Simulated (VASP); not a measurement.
A run of VASP 6.6.1 is set up as follows.

Contents of INCAR:

```
SYSTEM = FePt
ALGO = Normal ; EDIFF = 1E-8
ENCUT = 520 ; GGA = PS
IBRION = 8 ; ISIF = 2
ISMEAR = -1 ; ISPIN = 2
LASPH = .TRUE. ; LCHARG = .FALSE.
LMAXMIX = 4 ; LORBIT = 11
LREAL = .FALSE. ; LWAVE = .FALSE.
MAGMOM = 0 3 ; NBANDS = 20
NELM = 150 ; NSW = 1
PREC = Accurate ; SIGMA = 0.05
```

Contents of KPOINTS:

```
k-points
0
G
  7 7 5
  0 0 0
```

The input POSCAR:

```
FePt
1.0
    2.7235000000      0.0000000000      0.0000000000
    0.0000000000      2.7235000000      0.0000000000
    0.0000000000      0.0000000000      3.7200000000
Pt Fe
1 1
Direct
    0.5000000000      0.5000000000      0.5000000000
    0.0000000000      0.0000000000      0.0000000000
```

Potentials or basis: VASP PAW PBE potentials, release 64 (Pt, Fe).

The run is started by

```sh
$ cat potpaw_PBE.64/Pt/POTCAR potpaw_PBE.64/Fe/POTCAR > POTCAR
$ mpirun -np 1 vasp_std > vasp.out
```

Task: Estimate the highest phonon frequency at Γ.

Result: 225 cm⁻¹.

Task: What does it give for the net moment?

Result: 3.26 μB per cell.

Phonon frequencies in cm⁻¹ (negative: imaginary):
| q point | frequencies |
| --- | --- |
| (0.000, 0.000, 0.000) | 0 0 0 158 158 225 |

Caveat: the cell stands under pressure or tension, which shifts response properties.
